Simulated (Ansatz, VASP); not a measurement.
**Two plane-wave programs on BiRh**

File INCAR:

```
SYSTEM = BiRh
ALGO = Normal
EDIFF = 1E-8
ENCUT = 520
GGA = CA
ISIF = 2
ISMEAR = -1
LASPH = .TRUE.
LCHARG = .FALSE.
LEFG = .TRUE.
LREAL = .FALSE.
LWAVE = .FALSE.
NBANDS = 38
NELM = 60
PREC = Accurate
SIGMA = 0.03
```

File KPOINTS:

```
k-points
0
G
  12 12 7
  0 0 0
```

POSCAR

```
BiRh
1.0
    4.0665235209      0.0000000000      0.0000000000
   -2.0332617604      3.5217126742      0.0000000000
    0.0000000000      0.0000000000      5.6249921434
Bi Rh
2 2
Direct
    0.3333333333      0.6666666667      0.2500000000
    0.6666666667      0.3333333333      0.7500000000
    0.0000000000      0.0000000000      0.0000000000
    0.0000000000      0.0000000000      0.5000000000
```

Input for Ansatz:

```yaml
crystal:
  lattice:
    - [4.0665235209, 0.0, 0.0]
    - [-2.0332617604, 3.5217126742, 0.0]
    - [0.0, 0.0, 5.6249921434]
  atoms:
    - { symbol: Bi, position: [0.3333333333, 0.6666666667, 0.25] }
    - { symbol: Bi, position: [0.6666666667, 0.3333333333, 0.75] }
    - { symbol: Rh, position: [0.0, 0.0, 0.0] }
    - { symbol: Rh, position: [0.0, 0.0, 0.5] }
kpoints:
  mp_grid: { grid: [12, 12, 7] }
scf:
  occupations: { method: fermi_dirac, width: 0.03 }
hamiltonian:
  xc: lda
  pseudopotentials: { kind: paw }
output:
  forces: true
  stress: true
  eigenvalues: true
  efg: { contact_densities: true }
```

Change from the starting cell: volume scaled by 0.98, PAW files.

Alike in both runs: task electric field gradients; functional LDA; k mesh 12 × 12 × 7; occupations fermi-dirac, width 0.03 eV; no spin polarisation.

```csv
,VASP,Ansatz
version,VASP 6.6.1,Ansatz 0.2.0
potentials or method,"VASP PAW LDA potentials, release 64 (Bi_d, Rh_pv)","PAW with Ansatz's default frozen-core files, scalar-relativistic"
plane-wave cutoff (eV),520,420
valence electrons in the cell,60,64
```

Ansatz gave:

- pressure (GPa): 0.0
- traceless stress, the component that is largest in VASP (GPa): -0.77
- size of Vzz on the site where it differs most (V/Å²): 28.4

Which values does VASP return?

Pressure (GPa): 0.4; traceless stress, the component that is largest in VASP (GPa): -0.75; size of Vzz on the site where it differs most (V/Å²): 43.6.

LDA's correlation is that of Perdew and Zunger in VASP and of Perdew and Wang (1992) in Ansatz. VASP's potentials hold 60 valence electrons a cell and Ansatz's 64, so a difference there can come from the potentials and not from the codes.

Spin-orbit coupling is off throughout.
